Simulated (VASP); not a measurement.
Runs of VASP 6.6.1 on Fe. The structure is that of space group P6/mmm (No. 191), or close to it. The cells are those of the table. This isn't the form of Fe at room conditions, which is bcc.

| cell | gap on the mesh (eV) | pressure (GPa) | moment (μB) |
| --- | --- | --- | --- |
| a = 4.006, b = 4.006, c = 2.279 Å, angles 90.0, 90.0, 120.0°, 3 atoms | none | 6.1 | (b) |
| a = 4.180, b = 4.180, c = 2.379 Å, angles 90.0, 90.0, 120.0°, 3 atoms | none | -0.2 | 7.46 |
| a = 4.124, b = 4.124, c = 2.346 Å, angles 90.0, 90.0, 120.0°, 3 atoms | none | 6.1 | 7.15 |
| a = 4.066, b = 4.066, c = 2.313 Å, angles 90.0, 90.0, 120.0°, 3 atoms | none | -4.1 | (a) |

Alike in all rows: task single point; level PBE; potentials or basis VASP PAW PBE potentials, release 64 (Fe); spin collinear, ferromagnetic start; k mesh 10 × 10 × 15; cutoff (eV) 520; smearing fermi-dirac 0.05 eV.

Q: Fill in the values left out.

A: (a) 3.64; (b) 3.55.

Caveats: the stress differs along the axes, from -1 to 20 GPa (at least some runs); the cell stands under pressure (at least some runs); the stress differs along the axes, from -10 to 7 GPa (at least some runs).

A gap of «none» marks levels without a gap at the run's occupations.
